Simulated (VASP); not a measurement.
Crystal: ZrB.

```
CELL_PARAMETERS angstrom
1.96143 -1.98572 0.00000
1.96143 1.98572 0.00000
0.00000 0.00000 4.01395
ATOMIC_POSITIONS crystal
Zr 0.00000 0.00000 0.50000
B 0.50000 0.50000 0.50000
```

- Program: VASP 6.6.1
- Task: relaxation of cell and atoms
- Functional: revPBE
- Potentials or basis: VASP PAW PBE potentials, release 64 (Zr_sv, B)
- Cutoff: 600 eV
- k mesh: 10 × 10 × 7
- Occupations: fermi-dirac, width 0.05 eV
- Spin: no spin polarisation

At the start: pressure 78.4 GPa; volume 15.63 Å³/atom.

How do energy, volume and symmetry change on relaxing?

Over 26 steps the energy falls by 2025.6 meV/atom and the volume is 17.50 Å³/atom (+11.9 %); space group P4/mmm (No. 123, to 0.05 Å).

Step by step:
| step | energy change (eV) | largest force (eV/Å) | pressure (GPa) | volume (Å³) |
| --- | --- | --- | --- | --- |
| 1 | 0.0000 | 0.0000 | 78.35 | 31.27 |
| 2 | -0.1303 | 0.0000 | -16.96 | 75.62 |
| 3 | -3.5857 | 0.0000 | -5.73 | 47.37 |
| 4 | -3.6264 | 0.0000 | -3.00 | 45.98 |
| 5 | -3.6345 | 0.0000 | -0.93 | 45.05 |
| 6 | -3.6337 | 0.0000 | -1.62 | 45.35 |
| 7 | -3.6513 | 0.0000 | -1.52 | 44.56 |
| 8 | -3.7208 | 0.0000 | -1.01 | 42.18 |
| 9 | -3.9284 | 0.0000 | 0.65 | 37.36 |
| 10 | -3.0203 | 0.0000 | 23.83 | 27.51 |
| 11 | -3.9823 | 0.0000 | 1.79 | 35.83 |
| 12 | -3.9965 | 0.0000 | 3.79 | 34.08 |
| 13 | -3.9991 | 0.0000 | 2.94 | 34.73 |
| 14 | -4.0058 | 0.0000 | 2.84 | 34.56 |
| 15 | -4.0138 | 0.0000 | 2.72 | 34.11 |
| 16 | -4.0208 | 0.0000 | 2.31 | 34.23 |
| 17 | -4.0372 | 0.0000 | 1.14 | 34.60 |
| 18 | -4.0498 | 0.0000 | -0.93 | 35.33 |
| 19 | -4.0498 | 0.0000 | -0.86 | 35.30 |
| 20 | -4.0504 | 0.0000 | -0.58 | 35.22 |
| 21 | -4.0510 | 0.0000 | -0.06 | 35.05 |
| 22 | -4.0510 | 0.0000 | -0.01 | 35.04 |
| 23 | -4.0511 | 0.0000 | -0.03 | 35.03 |
| 24 | -4.0511 | 0.0000 | -0.07 | 35.01 |
| 25 | -4.0511 | 0.0000 | -0.06 | 35.01 |
| 26 | -4.0511 | 0.0000 | -0.03 | 34.99 |

Final structure:
```
Zr B
1.0
     2.41757   -2.41868    0.00000
     2.41757    2.41868    0.00000
     0.00000    0.00000    2.99217
Zr B
1 1
Cartesian
  0.0000 0.0000 1.4961
  2.4176 0.0000 1.4961
```

Caveat: the PAW data sets were made with another functional, which shifts forces and pressure a little.
